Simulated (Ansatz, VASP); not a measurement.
# One calculation of ZnS, two programs

Contents of INCAR:

```
ALGO = Normal
EDIFF = 1E-6
ENCUT = 520
GGA = PS
ISIF = 2
ISMEAR = 0
LASPH = True
LCHARG = False
LREAL = False
LWAVE = False
NBANDS = 36
NELM = 80
PREC = Accurate
SIGMA = 0.01
```

The input KPOINTS:

```
k-points
0
Gamma
  6 6 6
```

The input POSCAR:

```
ZnS
1.0
    1.8708095234      1.0801123823      9.1934096123
   -1.8708095234      1.0801123823      9.1934096123
    0.0000000000     -2.1602247647      9.1934096123
Zn S
3 3
Direct
    0.9999711400      0.9999711400      0.9999711400
    0.2222694100      0.2222694100      0.2222694100
    0.4446134400      0.4446134400      0.4446134400
    0.0832671700      0.0832671700      0.0832671700
    0.5278423000      0.5278423000      0.5278423000
    0.3053625400      0.3053625400      0.3053625400
```

Input for Ansatz:

```yaml
crystal:
  lattice:
    - [1.8708095234385973, 1.0801123823461034, 9.193409612349198]
    - [-1.8708095234385973, 1.0801123823461034, 9.193409612349198]
    - [0.0, -2.160224764692207, 9.193409612349198]
  atoms:
    - { symbol: Zn, position: [0.99997114, 0.99997114, 0.99997114] }
    - { symbol: Zn, position: [0.22226941, 0.22226941, 0.22226941] }
    - { symbol: Zn, position: [0.44461344, 0.44461344, 0.44461344] }
    - { symbol: S, position: [0.08326717, 0.08326717, 0.08326717] }
    - { symbol: S, position: [0.5278423, 0.5278423, 0.5278423] }
    - { symbol: S, position: [0.30536254, 0.30536254, 0.30536254] }
basis:
  ecutwfc: 630.0
kpoints:
  mp_grid:
    grid: [6, 6, 6]
hamiltonian:
  xc: pbesol
scf:
  self_checks: low
  lower_state_search: "off"
  mixing:
    algorithm: msr1
    beta: 0.2
    ndim: 12
  occupations:
    method: fixed
output:
  stress: true
```

Alike in both runs: task single point; functional PBEsol; k mesh 6 × 6 × 6; no spin polarisation.

|  | VASP | Ansatz |
| --- | --- | --- |
| version | VASP 6.6.1 | Ansatz 0.2.0 |
| potentials or method | VASP PAW PBE potentials, release 64 (Zn, S), cutoff 520 eV | plane waves, PAW |
| occupations | gaussian, width 0.01 eV | fixed |
| valence electrons in the cell | 54 | 54 |

```csv
,VASP,Ansatz,Ansatz less VASP
pressure (GPa),3.1,2.9,-0.25
```

VASP's potentials were made for PBE, not for PBEsol.
